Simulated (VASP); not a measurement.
# AlCo (CsCl type) (Pm-3m) in VASP: a series of runs

The runs below take AlCo (CsCl type) through single point, with PBE.

Program: VASP 6.6.1. These are calculated values, not measurements. Logs are shortened: lines on timing, memory, paths and dates and some standing lists are left out, and cuts for length are marked.

### 1 The cell of the first run

Symmetry: Pm-3m, No. 221, cubic system. Conventional cell: a = 2.680 Å, b = 2.680 Å, c = 2.680 Å, α = 90.00°, β = 90.00°, γ = 90.00°. Within 3.1 Å of Co (site symmetry m-3m) lie 8 Al at 2.32 Å and 6 Co at 2.68 Å. Al (site symmetry m-3m) has 8 Co at 2.32 Å and 6 Al at 2.68 Å within 3.1 Å.

### 2 Single point, PBE

The input, INCAR:

```
  ALGO = Normal
  EDIFF = 1E-6
  ENCUT = 520
  GGA = PE
  ISIF = 2
  ISMEAR = -1
  LASPH = T
  LCHARG = F
  LREAL = F
  LWAVE = F
  NBANDS = 13
  NELM = 80
  PREC = Accurate
  SIGMA = 0.08
```

The input, KPOINTS:

```
k-points
0
Gamma
  15 15 15
```

The input, POSCAR:

```
AlCo
1.0
    2.6795088524      0.0000000000      0.0000000000
    0.0000000000      2.6795088524      0.0000000000
    0.0000000000      0.0000000000      2.6795088524
Co Al
1 1
Direct
    0.0000000000      0.0000000000      0.0000000000
    0.5000000000      0.5000000000      0.5000000000
```

Potentials or basis: VASP PAW PBE potentials, release 64 (Co, Al).

The run is started by

```sh
$ cat potpaw_PBE.64/Co/POTCAR potpaw_PBE.64/Al/POTCAR > POTCAR
$ mpirun -np 1 vasp_std > vasp.out
```

OUTCAR:

```text
EDIFF = 1E-6
   ENCUT = 520
   GGA = PE
   ISIF = 2
   ISMEAR = -1
   LASPH = T
   LREAL = F
   NELM = 80
   PREC = Accurate

 ion  position               nearest neighbor table
   1  0.000  0.000  0.000-   2 2.32   2 2.32   2 2.32   2 2.32   2 2.32   2 2.32   2 2.32   2 2.32

   2  0.500  0.500  0.500-   1 2.32   1 2.32   1 2.32   1 2.32   1 2.32   1 2.32   1 2.32   1 2.32

  LATTYP: Found a simple cubic cell.
 ALAT       =     2.6795088524

  Lattice vectors:

 A1 = (   2.6795088524,   0.0000000000,   0.0000000000)
 A2 = (   0.0000000000,   2.6795088524,   0.0000000000)
 A3 = (   0.0000000000,   0.0000000000,   2.6795088524)

Analysis of symmetry for initial positions (statically):
=====================================================================
 Subroutine PRICEL returns:
 Original cell was already a primitive cell.

 Routine SETGRP: Setting up the symmetry group for a
 simple cubic supercell.

 Subroutine GETGRP returns: Found 48 space group operations
 (whereof 48 operations were pure point group operations)
 out of a pool of 48 trial point group operations.

The static configuration has the point symmetry O_h .

Analysis of symmetry for dynamics (positions and initial velocities):
=====================================================================
 Subroutine PRICEL returns:
 Original cell was already a primitive cell.

 Routine SETGRP: Setting up the symmetry group for a
 simple cubic supercell.

 Subroutine GETGRP returns: Found 48 space group operations
 (whereof 48 operations were pure point group operations)
 out of a pool of 48 trial point group operations.

The dynamic configuration has the point symmetry O_h .

 Subroutine INISYM returns: Found 48 space group operations
 (whereof 48 operations are pure point group operations),
 and found     1 'primitive' translations

----------------------------------------------------------------------------------------

                                     Primitive cell

  volume of cell :      19.2383

  direct lattice vectors                    reciprocal lattice vectors
     2.679508852  0.000000000  0.000000000     0.373202723  0.000000000  0.000000000
     0.000000000  2.679508852  0.000000000     0.000000000  0.373202723  0.000000000
     0.000000000  0.000000000  2.679508852     0.000000000  0.000000000  0.373202723

  length of vectors
     2.679508852  2.679508852  2.679508852     0.373202723  0.373202723  0.373202723

  position of ions in fractional coordinates (direct lattice)
     0.000000000  0.000000000  0.000000000
     0.500000000  0.500000000  0.500000000

  ion indices of the primitive-cell ions
   primitive index   ion index
                 1           1
                 2           2

----------------------------------------------------------------------------------------

 KPOINTS: k-points

Automatic generation of k-mesh.
 Grid dimensions read from file:
 generate k-points for:   15   15   15

 Generating k-lattice:

  Cartesian coordinates                     Fractional coordinates (reciprocal lattice)
     0.024880182  0.000000000  0.000000000     0.066666667  0.000000000  0.000000000
     0.000000000  0.024880182  0.000000000     0.000000000  0.066666667  0.000000000
     0.000000000  0.000000000  0.024880182     0.000000000  0.000000000  0.066666667

  Length of vectors
     0.024880182  0.024880182  0.024880182

  Shift w.r.t. Gamma in fractional coordinates (k-lattice)
     0.000000000  0.000000000  0.000000000

 Subroutine IBZKPT returns following result:
 ===========================================

 Found    120 irreducible k-points:

 Following reciprocal coordinates:
            Coordinates               Weight
  0.000000  0.000000  0.000000      1.000000
  0.066667  0.000000  0.000000      6.000000
  0.133333  0.000000  0.000000      6.000000
  0.200000  0.000000  0.000000      6.000000
  0.266667  0.000000  0.000000      6.000000
  0.333333  0.000000  0.000000      6.000000
[... 16 lines left out ...]
  0.266667  0.200000  0.000000     24.000000
  0.333333  0.200000  0.000000     24.000000
 [... further k-points ...]
   k-points           NKPTS =    120   k-points in BZ     NKDIM =    120   number of bands    NBANDS=     13
   number of dos      NEDOS =    301   number of ions     NIONS =      2
   total plane-waves  NPLWV =   8000
   dimension x,y,z NGX =    20 NGY =   20 NGZ =   20
   dimension x,y,z NGXF=    40 NGYF=   40 NGZF=   40
   ions per type =               1   1
   NGX,Y,Z   is equivalent  to a cutoff of  12.41, 12.41, 12.41 a.u.
   NGXF,Y,Z  is equivalent  to a cutoff of  24.82, 24.82, 24.82 a.u.
 SYSTEM =  unknown system
   PREC   = accura    normal or accurate (medium, high low for compatibility)
   ISTART =      0    job   : 0-new  1-cont  2-samecut
   ICHARG =      2    charge: 1-file 2-atom 10-const
   ISPIN  =      1    spin polarized calculation?
   LNONCOLLINEAR =      F non collinear calculations
   LSORBIT =      F    spin-orbit coupling
   LASPH  =      T    aspherical Exc in radial PAW
   ENCUT  =  520.0 eV  38.22 Ry    6.18 a.u.   4.98  4.98  4.98*2*pi/ulx,y,z
   NELM   =     80;   NELMIN=  2; NELMDL= -5     # of ELM steps
   EDIFF  = 0.1E-05   stopping-criterion for ELM
   LREAL  =      F    real-space projection
   EDIFFG = 0.1E-04   stopping-criterion for IOM
   NSW    =      0    number of steps for IOM
   IBRION =     -1    ionic relax: 0-MD 1-quasi-New 2-CG
   NFREE  =      0    steps in history (QN), initial steepest desc. (CG)
   ISIF   =      2    stress and relaxation
   ISYM   =      2    0-nonsym 1-usesym 2-fastsym
   POTIM  = 0.5000    time-step for ionic-motion
   TEBEG  =    0.0;   TEEND  =   0.0 temperature during run
   PSTRESS=    0.0 pullay stress
   NELECT =      12.0000    total number of electrons
   NUPDOWN=      -1.0000    fix difference up-down
   EMIN   =  10.00;   EMAX   =-10.00  energy-range for DOS
   EFERMI =   0.00;   METHOD = LEGACY
   ISMEAR =    -1;   SIGMA  =   0.08  broadening in eV -4-tet -1-fermi 0-gaus
   EFERMI_NEDOS =   21; number of points for ismear=-14 and -15
   IALGO  =     38    algorithm
   IMIX   =      4    mixing-type and parameters
     AMIX     =   0.40;   BMIX     =  1.00
     AMIX_MAG =   1.60;   BMIX_MAG =  1.00
  volume/ion in A,a.u.               =       9.62        64.91
  Fermi-wavevector in a.u.,A,eV,Ry     =   1.398771  2.643295 26.620631  1.956561
  Thomas-Fermi vector in A             =   2.521896
   LORBIT       =      0    0 simple, 1 ext, 2 COOP (PROOUT), +10 PAW based schemes
   GGA     = PE    functional components
[... 5 lines left out ...]
 non-spin polarized calculation
  energy-cutoff  :      520.00
  volume of cell :       19.24
 maximum number of plane-waves:       531
 NGX is ok and might be reduce to    20
   NGX =  9   NGY =  9   NGZ =  9

 number of electron      11.9999997 magnetization

 Free energy of the ion-electron system (eV)
  ---------------------------------------------------
  ext. energy  EPLUGINS =         0.00000000
  ---------------------------------------------------
  free energy    TOTEN  =       -11.47417814 eV

  energy without entropy =      -11.46154258  energy(sigma->0) =      -11.46786036

 E-fermi :  13.2807     XC(G=0): -13.1977

 val. band max:       13.2431151302   @ k =   0.4667   0.4000   0.0667
 cond. band min:      13.3096781102   @ k =   0.4667   0.4667   0.2000
 fundamental gap:      0.0665629800
 Fermi energy:        13.2807049229

 k-point     1 :       0.0000    0.0000    0.0000
  band No.  band energies     occupation
      1       0.8942      2.00000
      2       9.3719      2.00000
      3       9.3719      2.00000
      4      12.1898      2.00000
      5      12.1898      2.00000
      6      12.1898      2.00000
      7      20.2691      0.00000
      8      20.2691      0.00000
      9      20.2691      0.00000
     10      22.8146      0.00000
     11      22.8146      0.00000
     12      32.3585      0.00000
     13      37.3071      0.00000

 k-point     2 :       0.0667    0.0000    0.0000
  band No.  band energies     occupation
      1       0.9906      2.00000
      2       9.3704      2.00000
      3       9.4025      2.00000
      4      12.1320      2.00000
      5      12.1320      2.00000
      6      12.1962      2.00000
      7      19.3047      0.00000
      8      20.4028      0.00000
      9      20.4028      0.00000
     10      22.7824      0.00000
     11      23.7394      0.00000
     12      32.6251      0.00000
     13      36.1812      0.00000

 k-point     3 :       0.1333    0.0000    0.0000
  band No.  band energies     occupation
      1       1.2781      2.00000
      2       9.3449      2.00000
      3       9.4904      2.00000
      4      11.9753      2.00000
      5      11.9753      2.00000
      6      12.2144      2.00000
      7      17.7247      0.00000
      8      20.7878      0.00000
      9      20.7878      0.00000
     10      22.6876      0.00000
     11      25.1977      0.00000
     12      33.4377      0.00000
     13      34.4905      0.00000
[... 305 lines left out ...]
 k-point    23 :       0.2667    0.2000    0.0000
  band No.  band energies     occupation
      1       3.1981      2.00000
      2       9.2525      2.00000
      3       9.7439      2.00000
      4      11.0659      2.00000
      5      11.5870      2.00000
      6      11.8737      2.00000
      7      15.3358      0.00000
      8      18.0797      0.00000
      9      23.2419      0.00000
     10      23.7467      0.00000
     11      27.8160      0.00000
     12      30.7385      0.00000
     13      31.6879      0.00000

 k-point    24 :       0.3333    0.2000    0.0000
  band No.  band energies     occupation
      1       3.9682      2.00000
      2       8.6766      2.00000
      3       9.9662      2.00000
      4      10.9649      2.00000
      5      11.3921      2.00000
      6      11.9034      2.00000
      7      14.4372      0.00000
      8      18.6402      0.00000
      9      23.0610      0.00000
     10      24.1298      0.00000
     11      27.2847      0.00000
     12      30.2097      0.00000
     13      31.7497      0.00000

 [... further k-points ...]

------------------------ aborting loop because EDIFF is reached ----------------------------------------

  FORCE on cell =-STRESS in cart. coord.  units (eV):
  Direction    XX          YY          ZZ          XY          YZ          ZX
  --------------------------------------------------------------------------------------
  -------------------------------------------------------------------------------------
  Total        5.9924100      5.9924100      5.9924100      0.0000000     -0.0000000     -0.0000000
  in kB      499.0528193    499.0528193    499.0528193      0.0000000     -0.0000000     -0.0000000
  external PRESSURE =     499.0528193 kB  Pullay stress =       0.0000000 kB

 VOLUME and BASIS-vectors are now :
 -----------------------------------------------------------------------------
  energy-cutoff  :      520.00
  volume of cell :       19.24
      direct lattice vectors                 reciprocal lattice vectors
     2.679508852  0.000000000  0.000000000     0.373202723  0.000000000  0.000000000
     0.000000000  2.679508852  0.000000000     0.000000000  0.373202723  0.000000000
     0.000000000  0.000000000  2.679508852     0.000000000  0.000000000  0.373202723

 POSITION                                       TOTAL-FORCE (eV/Angst)
 -----------------------------------------------------------------------------------
      0.00000      0.00000      0.00000         0.000000      0.000000      0.000000
      1.33975      1.33975      1.33975         0.000000      0.000000      0.000000
 -----------------------------------------------------------------------------------
    total drift:                               -0.000000      0.000000      0.000000

  FREE ENERGIE OF THE ION-ELECTRON SYSTEM (eV)
  ---------------------------------------------------
  free  energy   TOTEN  =       -11.4741781429 eV

  energy  without entropy=      -11.4615425818  energy(sigma->0) =      -11.46786036
```

Wall time 24 s (1 thread of Intel Xeon 8259CL, shared host); peak memory 0.15 GiB.

Results:

```yaml
Free_energy: -11.4742 eV
Pressure: 49.9 GPa
Band_gap_on_the_k_mesh: zero (band 6 reaches 15.21 eV, above the bottom of band 7 at 13.04 eV)
```

Spin polarisation is off, so any magnetic state and its effect on volume and gap are missing.

### 3 Single point, PBE

The input, INCAR:

```
SYSTEM = AlCo
  ALGO = Normal
  EDIFF = 1E-6
  ENCUT = 520
  GGA = PE
  ISIF = 2
  ISMEAR = -1
  LASPH = .True.
  LCHARG = .False.
  LREAL = .False.
  LWAVE = .False.
  NBANDS = 13
  NELM = 60
  PREC = Accurate
  SIGMA = 0.08
```

The input, KPOINTS:

```
k-points
0
Gamma
  15 15 15
  0 0 0
```

The input, POSCAR:

```
AlCo
1.0
    2.6790160667      0.0000000000      0.0000000000
    0.0000000000      2.6790160667      0.0000000000
    0.0000000000      0.0000000000      2.6790160667
Co Al
1 1
Direct
    0.0000000000      0.0000000000      0.0000000000
    0.5000000000      0.5000000000      0.5000000000
```

Potentials or basis: VASP PAW PBE potentials, release 64 (Co, Al).

The run is started by

```sh
$ cat potpaw_PBE.64/Co/POTCAR potpaw_PBE.64/Al/POTCAR > POTCAR
$ mpirun -np 1 vasp_std > vasp.out
```

It took 30 s on 1 thread of Intel Xeon 8259CL, shared host; peak memory 0.15 GiB.

Results (log left out):

* Free energy: -11.4709 eV
* Pressure: 50.1 GPa
* Band gap on the k mesh: zero (band 6 reaches 15.22 eV, above the bottom of band 7 at 13.05 eV)

Levels at points of the mesh, in eV from the Fermi level:
| k point | band 4 | band 5 | band 6 | band 7 | band 8 | band 9 |
| --- | --- | --- | --- | --- | --- | --- |
| (0.00, 0.00, 0.00) | -1.09 | -1.09 | -1.09 | 6.99 | 6.99 | 6.99 |

Spin polarisation is off, so any magnetic state and its effect on volume and gap are missing.
